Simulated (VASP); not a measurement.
Write the native input for VASP 6.6.1 that does the following.

```yaml
Task: single point
Functional: PBE
Potentials_or_basis: VASP PAW PBE potentials, release 64 (Ba_sv, Ti_sv, O)
Cutoff: 520 eV
k_mesh: 8 × 8 × 8
Occupations: gaussian, width 0.05 eV
Spin: no spin polarisation
Dipole_correction: no
Further_INCAR_settings: ALGO = Normal; EDIFF = 1e-06; NBANDS = 28
```

The structure of BaTiO3 lies in POSCAR:

```
BaTiO3
1.0
    3.7822419899      0.0000000000      0.0000000000
    0.0000000000      3.7822419899      0.0000000000
    0.0000000000      0.0000000000      4.5387462394
Ba Ti O
1 1 3
Direct
    0.0000000000      0.0000000000      0.0000000000
    0.5000000000      0.5000000000      0.5000000000
    0.5000000000      0.5000000000      0.0000000000
    0.5000000000      0.0000000000      0.5000000000
    0.0000000000      0.5000000000      0.5000000000
```

This cell differs from its parent crystal: ratio of the length along z to the lengths across it x 1.2, volume and fractional coordinates fixed.

The input as run:

INCAR

```
SYSTEM = BaTiO3
  ALGO = Normal
  EDIFF = 1E-6
  ENCUT = 520
  GGA = PE
  ISIF = 2
  ISMEAR = 0
  LASPH = .True.
  LCHARG = .True.
  LELF = .True.
  LREAL = .False.
  LVHAR = .True.
  LWAVE = .False.
  NBANDS = 28
  NELM = 100
  PREC = Accurate
  SIGMA = 0.05
```

KPOINTS

```
k-points
0
Gamma
  8 8 8
  0 0 0
```

Potentials or basis: VASP PAW PBE potentials, release 64 (Ba_sv, Ti_sv, O).

Launch:

```console
$ cat potpaw_PBE.64/Ba_sv/POTCAR potpaw_PBE.64/Ti_sv/POTCAR potpaw_PBE.64/O/POTCAR > POTCAR
$ mpirun -np 1 vasp_std > vasp.out
```

Results of the run:

```yaml
Pressure: 9.5 GPa
Band_gap_on_the_k_mesh: 1.41 eV (least direct gap 1.70 eV)
```

Caveat: the cell stands under pressure; spin-orbit coupling is left out, which moves the levels of the heavy elements.

Run time: 3.7 min on 1 thread of Intel Xeon 8259CL, on a shared host, peak memory 0.27 GiB.
